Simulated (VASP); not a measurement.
# Y2Be (Fd-3m) in VASP: further runs

Runs on Y2Be. Level: PBE. Tasks: single point, relaxation of cell and atoms.

Everything below comes from runs of VASP 6.6.1. Logs are shortened: lines on timing, memory, paths and dates and some standing lists are left out, and cuts for length are marked.

## (1) The cell of the first run

The structure is cubic, space group Fd-3m (No. 227). Conventional cell: a = 7.896 Å, b = 7.896 Å, c = 7.896 Å, α = 90.00°, β = 90.00°, γ = 90.00°. Y (site symmetry -3m) has 6 Y at 2.79 Å and 6 Be at 3.27 Å within 3.7 Å. Be (site symmetry -43m) has 12 Y at 3.27 Å and 4 Be at 3.42 Å within 4.3 Å.

## (2) Single point, PBE

The input, INCAR:

```
SYSTEM = Y2Be
  ALGO = Normal
  EDIFF = 1E-6
  ENCUT = 520
  GGA = PE
  ISIF = 2
  ISMEAR = 0
  LASPH = .TRUE.
  LCHARG = .FALSE.
  LREAL = .FALSE.
  LWAVE = .FALSE.
  NBANDS = 33
  NELM = 80
  PREC = Accurate
  SIGMA = 0.1
```

The input, KPOINTS:

```
k-points
0
G
  4 4 4
  0 0 0
```

The input, POSCAR:

```
Y2Be
1.0
    0.0000000000      3.9481502045      3.9481502045
    3.9481502045      0.0000000000      3.9481502045
    3.9481502045      3.9481502045      0.0000000000
Y Be
4 2
Direct
    0.6250000000      0.6250000000      0.6250000000
    0.1250000000      0.6250000000      0.6250000000
    0.6250000000      0.6250000000      0.1250000000
    0.6250000000      0.1250000000      0.6250000000
    0.0000000000      0.0000000000      0.0000000000
    0.2500000000      0.2500000000      0.2500000000
```

Potentials or basis: VASP PAW PBE potentials, release 64 (Y_sv, Be).

The run is started by

```console
$ cat potpaw_PBE.64/Y_sv/POTCAR potpaw_PBE.64/Be/POTCAR > POTCAR
$ mpirun -np 1 vasp_std > vasp.out
```

OUTCAR:

```text
SYSTEM = Y2Be
   EDIFF = 1E-6
   ENCUT = 520
   GGA = PE
   ISIF = 2
   ISMEAR = 0
   LASPH = .TRUE.
   LREAL = .FALSE.
   NELM = 80
   PREC = Accurate

 ion  position               nearest neighbor table
   1  0.625  0.625  0.625-   2 2.79   3 2.79   4 2.79   3 2.79   4 2.79   2 2.79   6 3.27   5 3.27
                             6 3.27   5 3.27   6 3.27   5 3.27
   2  0.125  0.625  0.625-   1 2.79   3 2.79   4 2.79   1 2.79   3 2.79   4 2.79   5 3.27   6 3.27
                             5 3.27   6 3.27   6 3.27   5 3.27
   3  0.625  0.625  0.125-   1 2.79   1 2.79   2 2.79   4 2.79   4 2.79   2 2.79   6 3.27   5 3.27
                             6 3.27   5 3.27   6 3.27   5 3.27
   4  0.625  0.125  0.625-   1 2.79   3 2.79   1 2.79   2 2.79   3 2.79   2 2.79   6 3.27   5 3.27
                             6 3.27   5 3.27   6 3.27   5 3.27
   5  0.000  0.000  0.000-   3 3.27   4 3.27   2 3.27   3 3.27   2 3.27   4 3.27   1 3.27   1 3.27
                             1 3.27   2 3.27   3 3.27   4 3.27
   6  0.250  0.250  0.250-   2 3.27   4 3.27   2 3.27   3 3.27   3 3.27   4 3.27   1 3.27   4 3.27
                             1 3.27   1 3.27   2 3.27   3 3.27

  LATTYP: Found a face centered cubic cell.
 ALAT       =     7.8963004090

  Lattice vectors:

 A1 = (   0.0000000000,   3.9481502045,   3.9481502045)
 A2 = (   3.9481502045,   0.0000000000,   3.9481502045)
 A3 = (   3.9481502045,   3.9481502045,   0.0000000000)

Analysis of symmetry for initial positions (statically):
=====================================================================
 Subroutine PRICEL returns:
 Original cell was already a primitive cell.

 Routine SETGRP: Setting up the symmetry group for a
 face centered cubic supercell.

 Subroutine GETGRP returns: Found 48 space group operations
 (whereof 24 operations were pure point group operations)
 out of a pool of 48 trial point group operations.

The static configuration has the point symmetry T_d .
 The point group associated with its full space group is O_h .

Analysis of symmetry for dynamics (positions and initial velocities):
=====================================================================
 Subroutine PRICEL returns:
 Original cell was already a primitive cell.

 Routine SETGRP: Setting up the symmetry group for a
 face centered cubic supercell.

 Subroutine GETGRP returns: Found 48 space group operations
 (whereof 24 operations were pure point group operations)
 out of a pool of 48 trial point group operations.

The dynamic configuration has the point symmetry T_d .
 The point group associated with its full space group is O_h .

 Subroutine INISYM returns: Found 48 space group operations
[... 94 lines left out ...]
   ISIF   =      2    stress and relaxation
   ISYM   =      2    0-nonsym 1-usesym 2-fastsym
   POTIM  = 0.5000    time-step for ionic-motion
   TEBEG  =    0.0;   TEEND  =   0.0 temperature during run
   PSTRESS=    0.0 pullay stress
   NELECT =      48.0000    total number of electrons
   NUPDOWN=      -1.0000    fix difference up-down
   EMIN   =  10.00;   EMAX   =-10.00  energy-range for DOS
   EFERMI =   0.00;   METHOD = LEGACY
   ISMEAR =     0;   SIGMA  =   0.10  broadening in eV -4-tet -1-fermi 0-gaus
   EFERMI_NEDOS =   21; number of points for ismear=-14 and -15
   IALGO  =     38    algorithm
   IMIX   =      4    mixing-type and parameters
     AMIX     =   0.40;   BMIX     =  1.00
     AMIX_MAG =   1.60;   BMIX_MAG =  1.00
  volume/ion in A,a.u.               =      20.51       138.44
  Fermi-wavevector in a.u.,A,eV,Ry     =   1.196056  2.260218 19.463820  1.430550
  Thomas-Fermi vector in A             =   2.332006
   LORBIT       =      0    0 simple, 1 ext, 2 COOP (PROOUT), +10 PAW based schemes
   GGA     = PE    functional components
   LHFCALC =     F    Hartree Fock is set to
   AEXX    =    0.0000 exact exchange contribution
   IVDW    =     0    specifies the selected vdW correction
   LEPSILON=     F    determine dielectric tensor
   LRPA    =     F    only Hartree local field effects (RPA)
 non-spin polarized calculation
 Gauss-broadening in eV      SIGMA  =   0.10
  energy-cutoff  :      520.00
  volume of cell :      123.09
 maximum number of plane-waves:      3329
 NGX is ok and might be reduce to    42
   NGX = 21   NGY = 21   NGZ = 21

 number of electron      48.0000002 magnetization

 Free energy of the ion-electron system (eV)
  ---------------------------------------------------
  ext. energy  EPLUGINS =         0.00000000
  ---------------------------------------------------
  free energy    TOTEN  =       -25.75216156 eV

  energy without entropy =      -25.73081043  energy(sigma->0) =      -25.74148600

 E-fermi :   3.9964     XC(G=0): -10.2254

 val. band max:        3.9925718203   @ k =   0.2500   0.2500   0.0000
 cond. band min:       4.0697266524   @ k =   0.5000   0.2500   0.0000
 fundamental gap:      0.0771548322
 Fermi energy:         3.9963983716

 k-point     1 :       0.0000    0.0000    0.0000
  band No.  band energies     occupation
      1     -38.4471      2.00000
      2     -37.7424      2.00000
      3     -37.7424      2.00000
      4     -37.7424      2.00000
      5     -20.6253      2.00000
      6     -19.0592      2.00000
[... 277 lines left out ...]
     32       6.8825      0.00000
     33       7.4918      0.00000

------------------------ aborting loop because EDIFF is reached ----------------------------------------

  FORCE on cell =-STRESS in cart. coord.  units (eV):
  Direction    XX          YY          ZZ          XY          YZ          ZX
  --------------------------------------------------------------------------------------
  -------------------------------------------------------------------------------------
  Total       11.8280197     11.8280197     11.8280197      0.0000000      0.0000000      0.0000000
  in kB      153.9613193    153.9613193    153.9613193      0.0000000      0.0000000      0.0000000
  external PRESSURE =     153.9613193 kB  Pullay stress =       0.0000000 kB

 VOLUME and BASIS-vectors are now :
 -----------------------------------------------------------------------------
  energy-cutoff  :      520.00
  volume of cell :      123.09
      direct lattice vectors                 reciprocal lattice vectors
     0.000000000  3.948150205  3.948150205    -0.126641585  0.126641585  0.126641585
     3.948150205  0.000000000  3.948150205     0.126641585 -0.126641585  0.126641585
     3.948150205  3.948150205  0.000000000     0.126641585  0.126641585 -0.126641585

 POSITION                                       TOTAL-FORCE (eV/Angst)
 -----------------------------------------------------------------------------------
      4.93519      4.93519      4.93519        -0.000000      0.000000     -0.000000
      4.93519      2.96111      2.96111        -0.000000      0.000000     -0.000000
      2.96111      2.96111      4.93519        -0.000000      0.000000     -0.000000
      2.96111      4.93519      2.96111        -0.000000      0.000000     -0.000000
      0.00000      0.00000      0.00000         0.000000      0.000000      0.000000
      1.97408      1.97408      1.97408        -0.000000     -0.000000     -0.000000
 -----------------------------------------------------------------------------------
    total drift:                                0.000000      0.000000      0.000000

  FREE ENERGIE OF THE ION-ELECTRON SYSTEM (eV)
  ---------------------------------------------------
  free  energy   TOTEN  =       -25.7521615570 eV

  energy  without entropy=      -25.7308104334  energy(sigma->0) =      -25.74148600
```

OSZICAR:

```text
N       E                     dE             d eps       ncg     rms          rms(c)
DAV:   1     0.275201753498E+03    0.27520E+03   -0.24113E+04   528   0.143E+03
DAV:   2     0.259987323503E+01   -0.27260E+03   -0.26092E+03   583   0.356E+02
DAV:   3    -0.246194377910E+02   -0.27219E+02   -0.25382E+02   911   0.686E+01
DAV:   4    -0.263399487701E+02   -0.17205E+01   -0.17028E+01   768   0.166E+01
DAV:   5    -0.263991910775E+02   -0.59242E-01   -0.59207E-01   798   0.291E+00    0.552E+01
DAV:   6    -0.257986396863E+02    0.60055E+00   -0.73092E-01   669   0.485E+00    0.324E+01
DAV:   7    -0.257576840197E+02    0.40956E-01   -0.14887E+00   749   0.595E+00    0.337E+00
DAV:   8    -0.257528959544E+02    0.47881E-02   -0.23224E-01   678   0.247E+00    0.660E-01
DAV:   9    -0.257525509344E+02    0.34502E-03   -0.82204E-03   744   0.462E-01    0.351E-01
DAV:  10    -0.257521934751E+02    0.35746E-03   -0.27890E-03   643   0.353E-01    0.125E-01
DAV:  11    -0.257521651931E+02    0.28282E-04   -0.19795E-04   728   0.759E-02    0.318E-02
DAV:  12    -0.257521617648E+02    0.34282E-05   -0.45794E-05   628   0.448E-02    0.352E-02
DAV:  13    -0.257521606739E+02    0.10910E-05   -0.11346E-05   590   0.230E-02    0.672E-03
DAV:  14    -0.257521615570E+02   -0.88315E-06   -0.18831E-06   475   0.811E-03
   1 F= -.25752162E+02 E0= -.25741486E+02  d E =-.213511E-01
```

stdout:

```text
POSCAR found type information on POSCAR Y Be
 POSCAR found :  2 types and       6 ions
 scaLAPACK will be used
 LDA part: xc-table for (Slater+PW92), standard interpolation
 POSCAR, INCAR and KPOINTS ok, starting setup
 FFT: planning ... GRIDC
 FFT: planning ... GRID_SOFT
 FFT: planning ... GRID
 WAVECAR not read
 entering main loop
```

Wall time 29 s (1 thread of Intel Xeon 6975P-C (Granite Rapids), shared host); peak memory 0.27 GiB.

What came out:

| Quantity | Value |
| --- | --- |
| Free energy | -25.7522 eV |
| Pressure | 15.4 GPa |
| Band gap on the k mesh | zero (band 24 reaches 4.27 eV, above the bottom of band 25 at 3.76 eV) |

Levels at points of the mesh, in eV from the Fermi level:
```csv
k point,band 22,band 23,band 24,band 25,band 26,band 27
"(0.00, 0.00, 0.00)",-1.05,-1.05,-1.05,0.26,0.26,0.44
"(0.50, 0.00, 0.00)",-0.75,-0.58,-0.58,0.23,0.23,1.75
"(0.50, 0.50, 0.00)",-0.90,-0.39,-0.39,-0.24,-0.24,1.72
```

## (3) Single point, PBE

This run uses another cell than the first one, of 26.82 Å³/atom, 1.308 times its volume.

The input, INCAR:

```
SYSTEM = Y2Be
ALGO = Normal ; EDIFF = 1E-6
ENCUT = 520 ; GGA = PE
ISIF = 2 ; ISMEAR = 0
LASPH = .True. ; LCHARG = .False.
LREAL = .False. ; LWAVE = .False.
NBANDS = 33 ; NELM = 60
PREC = Accurate ; SIGMA = 0.1
```

The input, KPOINTS:

```
k-points
0
Gamma
  4 4 4
  0 0 0
```

POSCAR, as its differences from that of step 2:

```diff
@@ -2,5 +2,5 @@
 1.0
-    0.0000000000      3.9481502045      3.9481502045
-    3.9481502045      0.0000000000      3.9481502045
-    3.9481502045      3.9481502045      0.0000000000
+    0.0000000000      4.3172848230      4.3172848230
+    4.3172848230      0.0000000000      4.3172848230
+    4.3172848230      4.3172848230      0.0000000000
 Y Be
```

Potentials or basis: VASP PAW PBE potentials, release 64 (Y_sv, Be).

The run is started by

```console
$ cat potpaw_PBE.64/Y_sv/POTCAR potpaw_PBE.64/Be/POTCAR > POTCAR
$ mpirun -np 1 vasp_std > vasp.out
```

OUTCAR:

```text
SYSTEM = Y2Be
   EDIFF = 1E-6
   ENCUT = 520
   GGA = PE
   ISIF = 2
   ISMEAR = 0
   LASPH = .True.
   LREAL = .False.
   NELM = 60
   PREC = Accurate

 ion  position               nearest neighbor table
   1  0.625  0.625  0.625-   2 3.05   3 3.05   4 3.05   3 3.05   4 3.05   2 3.05
   2  0.125  0.625  0.625-   1 3.05   3 3.05   4 3.05   1 3.05   3 3.05   4 3.05
   3  0.625  0.625  0.125-   1 3.05   1 3.05   2 3.05   4 3.05   4 3.05   2 3.05
   4  0.625  0.125  0.625-   1 3.05   3 3.05   1 3.05   2 3.05   3 3.05   2 3.05
[... 480 lines left out ...]
  -------------------------------------------------------------------------------------
  Total        0.1698681      0.1698681      0.1698681      0.0000000      0.0000000      0.0000000
  in kB        1.6910647      1.6910647      1.6910647      0.0000000      0.0000000      0.0000000
  external PRESSURE =       1.6910647 kB  Pullay stress =       0.0000000 kB

 VOLUME and BASIS-vectors are now :
 -----------------------------------------------------------------------------
  energy-cutoff  :      520.00
  volume of cell :      160.94
      direct lattice vectors                 reciprocal lattice vectors
     0.000000000  4.317284823  4.317284823    -0.115813531  0.115813531  0.115813531
     4.317284823  0.000000000  4.317284823     0.115813531 -0.115813531  0.115813531
     4.317284823  4.317284823  0.000000000     0.115813531  0.115813531 -0.115813531

 POSITION                                       TOTAL-FORCE (eV/Angst)
 -----------------------------------------------------------------------------------
      5.39661      5.39661      5.39661        -0.000000     -0.000000     -0.000000
      5.39661      3.23796      3.23796        -0.000000     -0.000000     -0.000000
      3.23796      3.23796      5.39661        -0.000000     -0.000000     -0.000000
      3.23796      5.39661      3.23796        -0.000000     -0.000000     -0.000000
      0.00000      0.00000      0.00000         0.000000      0.000000      0.000000
      2.15864      2.15864      2.15864         0.000000      0.000000      0.000000
 -----------------------------------------------------------------------------------
    total drift:                                0.000000      0.000000     -0.000000

  FREE ENERGIE OF THE ION-ELECTRON SYSTEM (eV)
  ---------------------------------------------------
  free  energy   TOTEN  =       -27.2372413772 eV

  energy  without entropy=      -27.2084403705  energy(sigma->0) =      -27.22284087
```

OSZICAR:

```text
N       E                     dE             d eps       ncg     rms          rms(c)
DAV:   1     0.250549539368E+03    0.25055E+03   -0.23032E+04   528   0.136E+03
DAV:   2     0.195302012572E+01   -0.24860E+03   -0.23899E+03   576   0.335E+02
DAV:   3    -0.255891410840E+02   -0.27542E+02   -0.25417E+02   912   0.627E+01
DAV:   4    -0.279006072471E+02   -0.23115E+01   -0.22627E+01   784   0.174E+01
DAV:   5    -0.280166373685E+02   -0.11603E+00   -0.11584E+00   791   0.369E+00    0.435E+01
DAV:   6    -0.273474619582E+02    0.66918E+00   -0.84407E-01   622   0.482E+00    0.262E+01
DAV:   7    -0.272470901765E+02    0.10037E+00   -0.14346E+00   672   0.598E+00    0.299E+00
DAV:   8    -0.272368240400E+02    0.10266E-01   -0.27928E-01   691   0.247E+00    0.106E+00
DAV:   9    -0.272376430897E+02   -0.81905E-03   -0.13698E-02   728   0.619E-01    0.415E-01
DAV:  10    -0.272372604938E+02    0.38260E-03   -0.95167E-04   701   0.159E-01    0.141E-01
DAV:  11    -0.272372431731E+02    0.17321E-04   -0.36147E-04   663   0.108E-01    0.386E-02
DAV:  12    -0.272372408656E+02    0.23076E-05   -0.40043E-05   695   0.397E-02    0.931E-03
DAV:  13    -0.272372419257E+02   -0.10601E-05   -0.51604E-06   631   0.986E-03    0.921E-03
DAV:  14    -0.272372413772E+02    0.54845E-06   -0.26387E-07   377   0.316E-03
   1 F= -.27237241E+02 E0= -.27222841E+02  d E =-.288010E-01
```

stdout:

```text
POSCAR found type information on POSCAR Y Be
 POSCAR found :  2 types and       6 ions
 scaLAPACK will be used
 LDA part: xc-table for (Slater+PW92), standard interpolation
 POSCAR, INCAR and KPOINTS ok, starting setup
 FFT: planning ... GRIDC
 FFT: planning ... GRID_SOFT
 FFT: planning ... GRID
 WAVECAR not read
 entering main loop
```

It took 34 s on 1 thread of Intel Xeon 6975P-C (Granite Rapids), shared host; peak memory 0.33 GiB.

Results:

| Item | Value |
| --- | --- |
| Free energy | -27.2372 eV |
| Pressure | 0.2 GPa |
| Band gap on the k mesh | zero (band 24 reaches 2.79 eV, above the bottom of band 25 at 2.49 eV) |

(Continued in part 2 of 2.)
